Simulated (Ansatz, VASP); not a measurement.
Zn3SO2: VASP beside Ansatz

```
O Zn S
1.0
    -1.74456    1.74456    6.89670
     1.74456   -1.74456    6.89670
     1.74456    1.74456   -6.89670
O Zn S
2 3 1
Direct
  0.17980 0.17980 0.00000
  0.82020 0.82020 0.00000
  0.75000 0.25000 0.50000
  0.39388 0.89388 0.50000
  0.10612 0.60612 0.50000
  0.50000 0.50000 0.00000
```

Alike in both runs: task single point; functional r2SCAN; k mesh 10 × 10 × 10; no spin polarisation.

|  | VASP | Ansatz |
| --- | --- | --- |
| version | VASP 6.6.1 | Ansatz 0.2.0 |
| potentials or method | VASP PAW PBE potentials, release 64 (O, Zn, S) | plane waves, PAW |
| plane-wave cutoff (eV) | 520 | 500 |
| occupations | gaussian, width 0.01 eV | fixed |
| valence electrons in the cell | 54 | 54 |

|  | VASP | Ansatz | Ansatz less VASP |
| --- | --- | --- | --- |
| gap on the k mesh at the Fermi level (eV) | 0.98 | 0.98 | -0.003 |
| pressure (GPa) | 0.5 | 0.0 | -0.53 |
| rms of the force components (eV/Å) | 0.016 | 0.001 | -0.0150 |

VASP's potentials were made for PBE, not for r2SCAN.
